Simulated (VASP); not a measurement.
# TiB2 (P6/mmm) in VASP: single point with PBEsol

Aim: the single point of TiB2 with PBEsol.

Everything below comes from runs of VASP 6.6.1. Logs are shortened: lines on timing, memory, paths and dates and some standing lists are left out, and cuts for length are marked.

## (1) The cell of the first run

The structure is hexagonal, space group P6/mmm (No. 191). Conventional cell: a = 3.017 Å, b = 3.017 Å, c = 3.185 Å, α = 90.00°, β = 90.00°, γ = 120.00°. Ti (site symmetry 6/mmm) has 12 B at 2.36 Å and 6 Ti at 3.02 Å within 3.1 Å. B (site symmetry -6m2) has 3 B at 1.74 Å within 2.3 Å.

## (2) Single point, PBEsol

Input file INCAR:

```
PREC = Accurate ; ENCUT = 520
EDIFF = 1E-6 ; ISMEAR = -1
SIGMA = 0.05 ; LREAL = F
LASPH = T ; NELM = 100
ALGO = Normal ; ISIF = 2
LWAVE = F ; LCHARG = F
GGA = PS ; NBANDS = 16
```

Input file KPOINTS:

```
regular mesh
0
Gamma
  12 12 10
```

Input file POSCAR:

```
TiB2
1.0
    3.0174548626      0.0000000000      0.0000000000
   -1.5087274313      2.6131925658      0.0000000000
    0.0000000000      0.0000000000      3.1853999222
Ti B
1 2
Direct
    0.0000000000      0.0000000000      0.0000000000
    0.3333333333      0.6666666667      0.5000000000
    0.6666666667      0.3333333333      0.5000000000
```

Potentials or basis: VASP PAW PBE potentials, release 64 (Ti_sv, B).

Command:

```bash
> cat potpaw_PBE.64/Ti_sv/POTCAR potpaw_PBE.64/B/POTCAR > POTCAR
> mpirun -np 1 vasp_std > vasp.out
```

OUTCAR:

```text
PREC = Accurate
   ENCUT = 520
   EDIFF = 1E-6
   ISMEAR = -1
   LREAL = F
   LASPH = T
   NELM = 100
   ISIF = 2
   GGA = PS

 ion  position               nearest neighbor table
   1  0.000  0.000  0.000-   2 2.36   3 2.36   2 2.36   3 2.36   3 2.36   3 2.36   2 2.36   2 2.36
                             3 2.36   3 2.36   2 2.36   2 2.36
   2  0.333  0.667  0.500-   3 1.74   3 1.74   3 1.74   1 2.36   1 2.36   1 2.36   1 2.36   1 2.36
                             1 2.36
   3  0.667  0.333  0.500-   2 1.74   2 1.74   2 1.74   1 2.36   1 2.36   1 2.36   1 2.36   1 2.36
                             1 2.36

  LATTYP: Found a hexagonal cell.
 ALAT       =     3.0174548626
 C/A-ratio  =     1.0556578531

  Lattice vectors:

 A1 = (   3.0174548626,   0.0000000000,   0.0000000000)
 A2 = (  -1.5087274313,   2.6131925658,   0.0000000000)
 A3 = (   0.0000000000,   0.0000000000,   3.1853999222)

Analysis of symmetry for initial positions (statically):
=====================================================================
 Subroutine PRICEL returns:
 Original cell was already a primitive cell.

 Routine SETGRP: Setting up the symmetry group for a
 hexagonal supercell.

 Subroutine GETGRP returns: Found 24 space group operations
 (whereof 24 operations were pure point group operations)
 out of a pool of 24 trial point group operations.

The static configuration has the point symmetry D_6h.

Analysis of symmetry for dynamics (positions and initial velocities):
=====================================================================
 Subroutine PRICEL returns:
 Original cell was already a primitive cell.

 Routine SETGRP: Setting up the symmetry group for a
 hexagonal supercell.

 Subroutine GETGRP returns: Found 24 space group operations
 (whereof 24 operations were pure point group operations)
 out of a pool of 24 trial point group operations.

The dynamic configuration has the point symmetry D_6h.

 Subroutine INISYM returns: Found 24 space group operations
 (whereof 24 operations are pure point group operations),
 and found     1 'primitive' translations

----------------------------------------------------------------------------------------

                                     Primitive cell

  volume of cell :      25.1175

  direct lattice vectors                    reciprocal lattice vectors
     3.017454863  0.000000000  0.000000000     0.331405123  0.191336837  0.000000000
    -1.508727431  2.613192566  0.000000000     0.000000000  0.382673674  0.000000000
     0.000000000  0.000000000  3.185399922     0.000000000  0.000000000  0.313932324

  length of vectors
     3.017454863  3.017454863  3.185399922     0.382673674  0.382673674  0.313932324

  position of ions in fractional coordinates (direct lattice)
     0.000000000  0.000000000  0.000000000
     0.333333333  0.666666667  0.500000000
     0.666666667  0.333333333  0.500000000

  ion indices of the primitive-cell ions
   primitive index   ion index
                 1           1
                 2           2
                 3           3

----------------------------------------------------------------------------------------

 KPOINTS: regular mesh

Automatic generation of k-mesh.
 Grid dimensions read from file:
 generate k-points for:   12   12   10

 Generating k-lattice:

  Cartesian coordinates                     Fractional coordinates (reciprocal lattice)
     0.027617094  0.015944736  0.000000000     0.083333333  0.000000000  0.000000000
     0.000000000  0.031889473  0.000000000     0.000000000  0.083333333  0.000000000
     0.000000000  0.000000000  0.031393232     0.000000000  0.000000000  0.100000000

  Length of vectors
     0.031889473  0.031889473  0.031393232

  Shift w.r.t. Gamma in fractional coordinates (k-lattice)
     0.000000000  0.000000000  0.000000000

 Subroutine IBZKPT returns following result:
 ===========================================

 Found    114 irreducible k-points:

 Following reciprocal coordinates:
            Coordinates               Weight
  0.000000  0.000000  0.000000      1.000000
  0.083333  0.000000  0.000000      6.000000
  0.166667 -0.000000  0.000000      6.000000
  0.250000  0.000000  0.000000      6.000000
  0.333333  0.000000  0.000000      6.000000
  0.416667  0.000000  0.000000      6.000000
[... 16 lines left out ...]
  0.250000  0.000000  0.100000     12.000000
  0.333333  0.000000  0.100000     12.000000
 [... further k-points ...]
   k-points           NKPTS =    114   k-points in BZ     NKDIM =    114   number of bands    NBANDS=     16
   number of dos      NEDOS =    301   number of ions     NIONS =      3
   total plane-waves  NPLWV =  13824
   dimension x,y,z NGX =    24 NGY =   24 NGZ =   24
   dimension x,y,z NGXF=    48 NGYF=   48 NGZF=   48
   ions per type =               1   2
   NGX,Y,Z   is equivalent  to a cutoff of  13.22, 13.22, 12.53 a.u.
   NGXF,Y,Z  is equivalent  to a cutoff of  26.45, 26.45, 25.05 a.u.
 SYSTEM =  unknown system
   PREC   = accura    normal or accurate (medium, high low for compatibility)
   ISTART =      0    job   : 0-new  1-cont  2-samecut
   ICHARG =      2    charge: 1-file 2-atom 10-const
   ISPIN  =      1    spin polarized calculation?
   LNONCOLLINEAR =      F non collinear calculations
   LSORBIT =      F    spin-orbit coupling
   LASPH  =      T    aspherical Exc in radial PAW
   ENCUT  =  520.0 eV  38.22 Ry    6.18 a.u.   5.61  5.61  5.92*2*pi/ulx,y,z
   NELM   =    100;   NELMIN=  2; NELMDL= -5     # of ELM steps
   EDIFF  = 0.1E-05   stopping-criterion for ELM
   LREAL  =      F    real-space projection
   EDIFFG = 0.1E-04   stopping-criterion for IOM
   NSW    =      0    number of steps for IOM
   IBRION =     -1    ionic relax: 0-MD 1-quasi-New 2-CG
   NFREE  =      0    steps in history (QN), initial steepest desc. (CG)
   ISIF   =      2    stress and relaxation
   ISYM   =      2    0-nonsym 1-usesym 2-fastsym
   POTIM  = 0.5000    time-step for ionic-motion
   TEBEG  =    0.0;   TEEND  =   0.0 temperature during run
   PSTRESS=    0.0 pullay stress
   NELECT =      18.0000    total number of electrons
   NUPDOWN=      -1.0000    fix difference up-down
   EMIN   =  10.00;   EMAX   =-10.00  energy-range for DOS
   EFERMI =   0.00;   METHOD = LEGACY
   ISMEAR =    -1;   SIGMA  =   0.05  broadening in eV -4-tet -1-fermi 0-gaus
   EFERMI_NEDOS =   21; number of points for ismear=-14 and -15
   IALGO  =     38    algorithm
   IMIX   =      4    mixing-type and parameters
     AMIX     =   0.40;   BMIX     =  1.00
     AMIX_MAG =   1.60;   BMIX_MAG =  1.00
  volume/ion in A,a.u.               =       8.37        56.50
  Fermi-wavevector in a.u.,A,eV,Ry     =   1.465009  2.768465 29.201521  2.146251
  Thomas-Fermi vector in A             =   2.580917
   LORBIT       =      0    0 simple, 1 ext, 2 COOP (PROOUT), +10 PAW based schemes
   GGA     = PS    functional components
   LHFCALC =     F    Hartree Fock is set to
   AEXX    =    0.0000 exact exchange contribution
   IVDW    =     0    specifies the selected vdW correction
   LEPSILON=     F    determine dielectric tensor
   LRPA    =     F    only Hartree local field effects (RPA)
 non-spin polarized calculation
  energy-cutoff  :      520.00
  volume of cell :       25.12
 maximum number of plane-waves:       696
 NGX is ok and might be reduce to    24
   NGX = 11   NGY = 11   NGZ = 11

 number of electron      17.9999998 magnetization

 Free energy of the ion-electron system (eV)
  ---------------------------------------------------
  ext. energy  EPLUGINS =         0.00000000
  ---------------------------------------------------
  free energy    TOTEN  =       -25.79380318 eV

  energy without entropy =      -25.79023823  energy(sigma->0) =      -25.79202070

 E-fermi :  10.1533     XC(G=0): -12.9763

 val. band max:       10.1458782494   @ k =   0.3333   0.1667   0.0000
 cond. band min:      10.1755603505   @ k =   0.1667   0.1667   0.2000
 fundamental gap:      0.0296821010
 Fermi energy:        10.1532911599

 k-point     1 :       0.0000    0.0000    0.0000
  band No.  band energies     occupation
      1     -46.4954      2.00000
      2     -22.9511      2.00000
      3     -22.6339      2.00000
      4     -22.6339      2.00000
      5      -3.4307      2.00000
      6       7.4388      2.00000
[... 8 lines left out ...]
     15      15.9266      0.00000
     16      17.1460      0.00000

 k-point     2 :       0.0833    0.0000    0.0000
  band No.  band energies     occupation
      1     -46.4915      2.00000
      2     -22.9462      2.00000
      3     -22.6640      2.00000
      4     -22.6408      2.00000
      5      -3.2951      2.00000
      6       7.0585      2.00000
[... 8 lines left out ...]
     15      16.7676      0.00000
     16      17.5712      0.00000

 k-point     3 :       0.1667   -0.0000    0.0000
  band No.  band energies     occupation
      1     -46.4807      2.00000
      2     -22.9326      2.00000
      3     -22.7454      2.00000
      4     -22.6593      2.00000
      5      -2.8966      2.00000
      6       6.0823      2.00000
[... 8 lines left out ...]
     15      18.4315      0.00000
     16      18.5325      0.00000

 k-point     4 :       0.2500    0.0000    0.0000
  band No.  band energies     occupation
      1     -46.4659      2.00000
      2     -22.9139      2.00000
      3     -22.8550      2.00000
      4     -22.6844      2.00000
      5      -2.2577      2.00000
      6       4.8105      2.00000
[... 8 lines left out ...]
     15      17.6766      0.00000
     16      19.6435      0.00000
[... 324 lines left out ...]
 k-point    22 :       0.1667   -0.0000    0.1000
  band No.  band energies     occupation
      1     -46.4790      2.00000
      2     -22.9547      2.00000
      3     -22.7431      2.00000
      4     -22.6573      2.00000
      5      -2.7698      2.00000
      6       6.1310      2.00000
[... 8 lines left out ...]
     15      18.0769      0.00000
     16      18.5415      0.00000

 k-point    23 :       0.2500    0.0000    0.1000
  band No.  band energies     occupation
      1     -46.4642      2.00000
      2     -22.9355      2.00000
      3     -22.8520      2.00000
      4     -22.6822      2.00000
      5      -2.1463      2.00000
      6       4.8295      2.00000
[... 8 lines left out ...]
     15      17.9925      0.00000
     16      20.1294      0.00000

 k-point    24 :       0.3333    0.0000    0.1000
  band No.  band energies     occupation
      1     -46.4493      2.00000
      2     -22.9600      2.00000
      3     -22.9156      2.00000
      4     -22.7071      2.00000
      5      -1.3175      2.00000
      6       3.4527      2.00000
[... 8 lines left out ...]
     15      18.0556      0.00000
     16      19.9338      0.00000

 [... further k-points ...]

------------------------ aborting loop because EDIFF is reached ----------------------------------------

  FORCE on cell =-STRESS in cart. coord.  units (eV):
  Direction    XX          YY          ZZ          XY          YZ          ZX
  --------------------------------------------------------------------------------------
  -------------------------------------------------------------------------------------
  Total        0.0700696      0.0700696      0.0488005      0.0000000      0.0000000     -0.0000000
  in kB        4.4695507      4.4695507      3.1128549      0.0000000      0.0000000     -0.0000000
  external PRESSURE =       4.0173187 kB  Pullay stress =       0.0000000 kB

 VOLUME and BASIS-vectors are now :
 -----------------------------------------------------------------------------
  energy-cutoff  :      520.00
  volume of cell :       25.12
      direct lattice vectors                 reciprocal lattice vectors
     3.017454863  0.000000000  0.000000000     0.331405123  0.191336837  0.000000000
    -1.508727431  2.613192566  0.000000000     0.000000000  0.382673674  0.000000000
     0.000000000  0.000000000  3.185399922     0.000000000  0.000000000  0.313932324

 POSITION                                       TOTAL-FORCE (eV/Angst)
 -----------------------------------------------------------------------------------
      0.00000      0.00000      0.00000         0.000000      0.000000      0.000000
     -0.00000      1.74213      1.59270        -0.000000      0.000000      0.000000
      1.50873      0.87106      1.59270         0.000000      0.000000      0.000000
 -----------------------------------------------------------------------------------
    total drift:                               -0.000000      0.000000      0.000000

  FREE ENERGIE OF THE ION-ELECTRON SYSTEM (eV)
  ---------------------------------------------------
  free  energy   TOTEN  =       -25.7938031774 eV

  energy  without entropy=      -25.7902382286  energy(sigma->0) =      -25.79202070
```

Wall time 29 s (1 thread of AMD EPYC 7R13 (Zen 3), shared host); peak memory 0.14 GiB.

Results:

| Item | Value |
| --- | --- |
| Free energy | -25.7938 eV |
| Pressure | 0.4 GPa |
| Band gap on the k mesh | zero (band 9 reaches 10.44 eV, above the bottom of band 10 at 9.89 eV) |

Stress tensor (GPa, compression positive):
```
0.45 0.00 0.00
0.00 0.45 0.00
0.00 0.00 0.31
```

Caveat: the PAW data sets were made with another functional, which shifts forces and pressure a little.
